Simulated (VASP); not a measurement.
# Sn (P6_422) in VASP: a series of runs, part 2 of 2

VASP 6.6.1. Earlier steps stand in the parts before.

### 5 Single point, PBE

This run uses another cell than the first one, of 32.97 Å³/atom.

Input file INCAR:

```
PREC     = Accurate       # precision mode
ENCUT    = 520            # plane-wave cutoff, eV
EDIFF    = 1E-6           # SCF threshold, eV
ISMEAR   = 0              # smearing method
SIGMA    = 0.1            # smearing width, eV
LREAL    = False          # projectors in reciprocal space
LASPH    = True           # aspherical terms in the spheres
NELM     = 80             # most SCF steps
ALGO     = Fast           # electronic algorithm
ISIF     = 2              # what is computed and relaxed
LWAVE    = False          # write WAVECAR
LCHARG   = False          # write CHGCAR
GGA      = PE             # functional
NBANDS   = 28             # bands
```

Input file KPOINTS:

```
Automatic mesh
0
Gamma
  12 12 10
```

Input file POSCAR:

```
Sn
1.0
    4.7488575758      0.0000000000      0.0000000000
   -2.3744287879      4.1126312996      0.0000000000
    0.0000000000      0.0000000000      5.0647737708
Sn
3
Direct
    0.0000000000      0.5000000000      0.3333333333
    0.5000000000      0.5000000000      0.6666666667
    0.5000000000      0.0000000000      0.0000000000
```

Potentials or basis: VASP PAW PBE potentials, release 64 (Sn_d).

Run with:

```sh
cat potpaw_PBE.64/Sn_d/POTCAR > POTCAR
mpirun -np 1 vasp_std > vasp.out
```

OUTCAR:

```text
PREC = Accurate
   ENCUT = 520
   EDIFF = 1E-6
   ISMEAR = 0
   LREAL = False
   LASPH = True
   NELM = 80
   ISIF = 2
   GGA = PE

 ion  position               nearest neighbor table
   1  0.000  0.500  0.333-   3 2.91   3 2.91   2 2.91   2 2.91
   2  0.500  0.500  0.667-   3 2.91   3 2.91   1 2.91   1 2.91
   3  0.500  0.000  0.000-   1 2.91   2 2.91   2 2.91   1 2.91

  LATTYP: Found a hexagonal cell.
 ALAT       =     4.7488575758
 C/A-ratio  =     1.0665246725

  Lattice vectors:

 A1 = (   4.7488575758,   0.0000000000,   0.0000000000)
 A2 = (  -2.3744287879,   4.1126312996,   0.0000000000)
 A3 = (   0.0000000000,   0.0000000000,   5.0647737708)

Analysis of symmetry for initial positions (statically):
=====================================================================
 Subroutine PRICEL returns:
 Original cell was already a primitive cell.

 Routine SETGRP: Setting up the symmetry group for a
 hexagonal supercell.

 Subroutine GETGRP returns: Found 12 space group operations
 (whereof  4 operations were pure point group operations)
 out of a pool of 24 trial point group operations.

The static configuration has the point symmetry D_2 .
 The point group associated with its full space group is D_6 .

Analysis of symmetry for dynamics (positions and initial velocities):
=====================================================================
 Subroutine PRICEL returns:
 Original cell was already a primitive cell.

 Routine SETGRP: Setting up the symmetry group for a
 hexagonal supercell.

 Subroutine GETGRP returns: Found 12 space group operations
 (whereof  4 operations were pure point group operations)
 out of a pool of 24 trial point group operations.

The dynamic configuration has the point symmetry D_2 .
 The point group associated with its full space group is D_6 .

 Subroutine INISYM returns: Found 12 space group operations
 (whereof  4 operations are pure point group operations),
 and found     1 'primitive' translations
[... 114 lines left out ...]
   IALGO  =     68    algorithm
   IMIX   =      4    mixing-type and parameters
     AMIX     =   0.40;   BMIX     =  1.00
     AMIX_MAG =   1.60;   BMIX_MAG =  1.00
  volume/ion in A,a.u.               =      32.97       222.51
  Fermi-wavevector in a.u.,A,eV,Ry     =   1.230462  2.325236 20.599726  1.514037
  Thomas-Fermi vector in A             =   2.365310
   LORBIT       =      0    0 simple, 1 ext, 2 COOP (PROOUT), +10 PAW based schemes
   GGA     = PE    functional components
   LHFCALC =     F    Hartree Fock is set to
   AEXX    =    0.0000 exact exchange contribution
   IVDW    =     0    specifies the selected vdW correction
   LEPSILON=     F    determine dielectric tensor
   LRPA    =     F    only Hartree local field effects (RPA)
 non-spin polarized calculation
 RMM-DIIS sequential band-by-band and
 Gauss-broadening in eV      SIGMA  =   0.10
  energy-cutoff  :      520.00
  volume of cell :       98.92
 maximum number of plane-waves:      2701
 NGX is ok and might be reduce to    36
   NGX = 17   NGY = 17   NGZ = 19

 number of electron      42.0000012 magnetization

 Free energy of the ion-electron system (eV)
  ---------------------------------------------------
  ext. energy  EPLUGINS =         0.00000000
  ---------------------------------------------------
  free energy    TOTEN  =       -11.22616750 eV

  energy without entropy =      -11.22432811  energy(sigma->0) =      -11.22524780

 E-fermi :   5.6884     XC(G=0):  -9.2445

 val. band max:        5.6698898846   @ k =   0.0833   0.0833   0.4000
 cond. band min:       5.7003720523   @ k =   0.3333  -0.0000   0.5000
 fundamental gap:      0.0304821677
 Fermi energy:         5.6884180958

 k-point     1 :       0.0000    0.0000    0.0000
  band No.  band energies     occupation
      1     -15.7464      2.00000
      2     -15.7464      2.00000
      3     -15.6799      2.00000
      4     -15.6773      2.00000
      5     -15.6773      2.00000
      6     -15.6723      2.00000
[... 733 lines left out ...]
     27      11.4083      0.00000
     28      12.0915      0.00000

 [... further k-points ...]

------------------------ aborting loop because EDIFF is reached ----------------------------------------

  FORCE on cell =-STRESS in cart. coord.  units (eV):
  Direction    XX          YY          ZZ          XY          YZ          ZX
  --------------------------------------------------------------------------------------
  -------------------------------------------------------------------------------------
  Total       -0.0691338     -0.0691338     -0.0641447      0.0000000     -0.0000000      0.0000000
  in kB       -1.1197775     -1.1197775     -1.0389690      0.0000000     -0.0000000      0.0000000
  external PRESSURE =      -1.0928413 kB  Pullay stress =       0.0000000 kB

 VOLUME and BASIS-vectors are now :
 -----------------------------------------------------------------------------
  energy-cutoff  :      520.00
  volume of cell :       98.92
      direct lattice vectors                 reciprocal lattice vectors
     4.748857576  0.000000000  0.000000000     0.210576962  0.121576666  0.000000000
    -2.374428788  4.112631300  0.000000000     0.000000000  0.243153331  0.000000000
     0.000000000  0.000000000  5.064773771     0.000000000  0.000000000  0.197442185

 POSITION                                       TOTAL-FORCE (eV/Angst)
 -----------------------------------------------------------------------------------
     -1.18721      2.05632      1.68826         0.000000     -0.000000      0.000000
      1.18721      2.05632      3.37652         0.000000      0.000000     -0.000000
      2.37443      0.00000      0.00000        -0.000000      0.000000     -0.000000
 -----------------------------------------------------------------------------------
    total drift:                                0.000000      0.000000     -0.000000

  FREE ENERGIE OF THE ION-ELECTRON SYSTEM (eV)
  ---------------------------------------------------
  free  energy   TOTEN  =       -11.2261674992 eV

  energy  without entropy=      -11.2243281073  energy(sigma->0) =      -11.22524780
```

stdout:

```text
POSCAR found type information on POSCAR Sn
 POSCAR found :  1 types and       3 ions
 scaLAPACK will be used
 LDA part: xc-table for (Slater+PW92), standard interpolation
 POSCAR, INCAR and KPOINTS ok, starting setup
 FFT: planning ... GRIDC
 FFT: planning ... GRID_SOFT
 FFT: planning ... GRID
 WAVECAR not read
 entering main loop
WARNING in EDDRMM: call to ZHEGV failed, returncode =   8  4     26
WARNING in EDDRMM: call to ZHEGV failed, returncode =   8  4     27
WARNING in EDDRMM: call to ZHEGV failed, returncode =   6  3     27
```

Wall time 7 min (1 thread of Intel Xeon 8259CL, shared host); peak memory 0.38 GiB.

Results:

| Property | Result |
| --- | --- |
| Free energy | -11.2262 eV |
| Pressure | -0.1 GPa |
| Band gap on the k mesh | zero (bands 21 and 22 overlap by 0.61 eV) |

Levels at points of the mesh, in eV from the Fermi level:
| k point | band 18 | band 19 | band 20 | band 21 | band 22 | band 23 | band 24 | band 25 |
| --- | --- | --- | --- | --- | --- | --- | --- | --- |
| (0.00, 0.00, 0.00) | -4.91 | -2.14 | -0.16 | -0.16 | 1.07 | 1.07 | 4.39 | 4.65 |
| (0.50, 0.00, 0.00) | -4.59 | -1.84 | -1.76 | -1.02 | 0.62 | 1.19 | 2.56 | 3.99 |
| (0.00, 0.00, 0.50) | -1.46 | -0.66 | -0.66 | -0.03 | 0.71 | 1.98 | 1.98 | 2.53 |
| (0.50, 0.00, 0.50) | -6.29 | -3.71 | -1.12 | -0.87 | -0.14 | 1.51 | 5.01 | 5.89 |

Caveat: spin-orbit coupling is left out, which moves the levels of the heavy elements.

### 6 The runs side by side

```tsv
task	cell	k mesh	cutoff (eV)	gap on the mesh (eV)	pressure (GPa)
single point	a = 4.491, b = 4.491, c = 4.917 Å, angles 90.0, 90.0, 120.0°, 3 atoms	6 × 6 × 4	520	none	7.6
single point	a = 4.749, b = 4.749, c = 5.065 Å, angles 90.0, 90.0, 120.0°, 3 atoms	6 × 6 × 4	520	none	-0.1
relaxation of cell and atoms	relaxed from a = 4.491, b = 4.491, c = 4.917 Å, angles 90.0, 90.0, 120.0°, 3 atoms	6 × 6 × 4	600	none	-0.1
single point	a = 4.749, b = 4.749, c = 5.065 Å, angles 90.0, 90.0, 120.0°, 3 atoms	12 × 12 × 10	520	none	-0.1
```

Alike in all rows: level PBE; potentials or basis VASP PAW PBE potentials, release 64 (Sn_d); no spin polarisation; smearing gaussian 0.1 eV.

Caveats: spin-orbit coupling is left out, which moves the levels of the heavy elements; the cell stands under pressure (at least some runs); the volume moved by over 15 % at a fixed basis, so the end points are rough (at least some runs).

Absolute energies hang on the potentials; compare differences alone.

The gap in the log of VASP goes by the Fermi energy; the results here count the filled bands.